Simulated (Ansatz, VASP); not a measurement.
# One calculation of BaS, two programs

```
CELL_PARAMETERS angstrom
0.00000 3.19375 3.12988
3.19375 0.00000 3.12988
3.19375 3.19375 0.00000
ATOMIC_POSITIONS crystal
Ba 0.00000 0.00000 0.00000
S 0.50000 0.50000 0.50000
```

Change from the starting cell: zz strain of -2 %.

Alike in both runs: task single point; functional LDA; k mesh 7 × 7 × 7; occupations fermi-dirac, width 0.01 eV; no spin polarisation.

|  | VASP | Ansatz |
| --- | --- | --- |
| version | VASP 6.6.1 | Ansatz 0.2.0 |
| potentials or method | VASP PAW LDA potentials, release 64 (Ba_sv, S), cutoff 520 eV | all-electron LAPW, scalar-relativistic |

Ansatz gave:

```
gap on the k mesh at the Fermi level (eV)                     : 1.98
pressure (GPa)                                                : -1.6
traceless stress, the component that is largest in VASP (GPa) : 1.14
```

Which values does VASP return?

gap on the k mesh at the Fermi level (eV): 1.87; pressure (GPa): -0.9; traceless stress, the component that is largest in VASP (GPa): 1.26.

LDA's correlation is that of Perdew and Zunger in VASP and of Perdew and Wang (1992) in Ansatz. Ansatz ran all-electron here, and VASP with PAW potentials.

Neither program's run includes spin-orbit coupling.
